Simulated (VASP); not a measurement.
**Al2Ru: single point with PBEsol**

The system is Al2Ru.

```
CELL_PARAMETERS angstrom
-1.64291 1.64291 4.43304
1.64291 -1.64291 4.43304
1.64291 1.64291 -4.43304
ATOMIC_POSITIONS crystal
Al 0.65908 0.65908 0.00000
Al 0.34092 0.34092 0.00000
Ru 0.00000 0.00000 0.00000
```

- Program: VASP 6.6.1
- Task: single point
- Functional: PBEsol
- Potentials or basis: VASP PAW PBE potentials, release 64 (Al, Ru_pv)
- Cutoff: 520 eV
- k mesh: 20 × 20 × 20
- Occupations: gaussian, width 0.15 eV
- Spin: no spin polarisation
- Dipole correction: no
- Further INCAR settings: ALGO = Fast; EDIFF = 1e-07; NBANDS = 17

```json
{
  "Pressure": "-20.0 GPa",
  "Largest force": "0.410 eV/Å",
  "Band gap on the k mesh": "zero (bands 10 and 11 overlap by 0.17 eV)"
}
```

Forces on the atoms (eV/Å):
```
Al   0.000  0.000 -0.410
Al   0.000  0.000  0.410
Ru   0.000  0.000  0.000
```

Stress tensor (GPa, compression positive):
```
-19.67   0.00   0.00
  0.00 -19.67   0.00
  0.00   0.00 -20.76
```

Levels at points of the mesh, in eV from the Fermi level:
| k point | band 6 | band 7 | band 8 | band 9 | band 10 | band 11 | band 12 | band 13 | band 14 | band 15 |
| --- | --- | --- | --- | --- | --- | --- | --- | --- | --- | --- |
| (0.00, 0.00, 0.00) | -3.02 | -1.86 | -1.62 | -1.62 | -0.78 | 1.98 | 4.90 | 5.51 | 5.51 | 5.56 |
| (0.50, 0.00, 0.00) | -3.87 | -2.37 | -2.33 | -2.06 | -1.12 | 0.42 | 2.46 | 4.92 | 6.42 | 7.73 |
| (0.50, 0.50, 0.00) | -2.99 | -2.75 | -2.57 | -1.37 | -0.20 | 0.18 | 1.40 | 1.85 | 4.29 | 4.70 |
| (0.50, 0.50, 0.50) | -3.15 | -2.05 | -1.24 | -1.24 | -0.76 | 2.83 | 2.83 | 5.87 | 6.14 | 7.30 |

Run time: 24 min on 1 thread of Oxide Virtual Turin-like Processor, on a shared host, peak memory 0.61 GiB.

Caveat: the cell stands under tension; the PAW data sets were made with another functional, which shifts forces and pressure a little.
